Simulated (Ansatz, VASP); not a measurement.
# AsSe4 in VASP and in Ansatz

File INCAR:

```
SYSTEM = AsSe4
PREC     = Accurate       ! precision mode
ENCUT    = 520            ! plane-wave cutoff, eV
EDIFF    = 1E-7           ! SCF threshold, eV
ISMEAR   = 0              ! smearing method
SIGMA    = 0.1            ! smearing width, eV
LREAL    = .False.        ! projectors in reciprocal space
LASPH    = .True.         ! aspherical terms in the spheres
NELM     = 80             ! most SCF steps
ALGO     = Normal         ! electronic algorithm
ISIF     = 2              ! what is computed and relaxed
LWAVE    = .False.        ! write WAVECAR
LCHARG   = .False.        ! write CHGCAR
GGA      = PE             ! functional
NBANDS   = 22             ! bands
```

KPOINTS

```
Automatic mesh
0
Gamma
  4 4 6
  0 0 0
```

The input POSCAR:

```
AsSe4
1.0
    4.0353795200     -4.2374285800      0.0000000000
    4.0353795200      4.2374285800      0.0000000000
    0.0000000000      0.0000000000      3.6236476300
As Se
1 4
Direct
    0.0000000000      0.0000000000      0.0000000000
    0.8105999900      0.1894000100      0.5000000000
    0.1894000100      0.8105999900      0.5000000000
    0.2852000000      0.2852000000      0.0000000000
    0.7148000000      0.7148000000      0.0000000000
```

Input for Ansatz:

```yaml
crystal:
  lattice:
    - [4.03537952, -4.23742858, 0.0]
    - [4.03537952, 4.23742858, 0.0]
    - [0.0, 0.0, 3.62364763]
  atoms:
    - { symbol: As, position: [0.0, 0.0, 0.0] }
    - { symbol: Se, position: [0.81059999, 0.18940001, 0.5] }
    - { symbol: Se, position: [0.18940001, 0.81059999, 0.5] }
    - { symbol: Se, position: [0.2852, 0.2852, 0.0] }
    - { symbol: Se, position: [0.7148, 0.7148, 0.0] }
basis:
  ecutwfc: 420
kpoints:
  mp_grid: { grid: [4, 4, 6] }
hamiltonian:
  xc: pbe
scf:
  occupations: { method: gaussian, width: 0.1 }
  lower_state_search: "off"
output:
  forces: true
  stress: true
  eigenvalues: true
```

Change from the starting cell: species swapped into the OsCl4 type (Cmmm, No. 65).

Alike in both runs: task single point; functional PBE; k mesh 4 × 4 × 6; occupations gaussian, width 0.1 eV; no spin polarisation.

```csv
,VASP,Ansatz
version,VASP 6.6.1,Ansatz 0.2.0
potentials or method,"VASP PAW PBE potentials, release 64 (As, Se), cutoff 520 eV","scalar-relativistic, plane waves, PAW"
valence electrons in the cell,29,79
```

Ansatz gave:

```
gap on the k mesh at the Fermi level (eV)                     : none
pressure (GPa)                                                : 7.3
traceless stress, the component that is largest in VASP (GPa) : 2.36
rms of the force components (eV/Å)                            : 1.159
```

Problem. Which values does VASP return?

Solution. gap on the k mesh at the Fermi level (eV): none; pressure (GPa): 7.6; traceless stress, the component that is largest in VASP (GPa): 2.40; rms of the force components (eV/Å): 1.183.

Atom by atom the forces differ by 0.024 eV/Å (rms over components). A gap of «none» marks a metal or a gap that the smearing closes. VASP's potentials hold 29 valence electrons a cell and Ansatz's 79, so a difference there can come from the potentials and not from the codes.
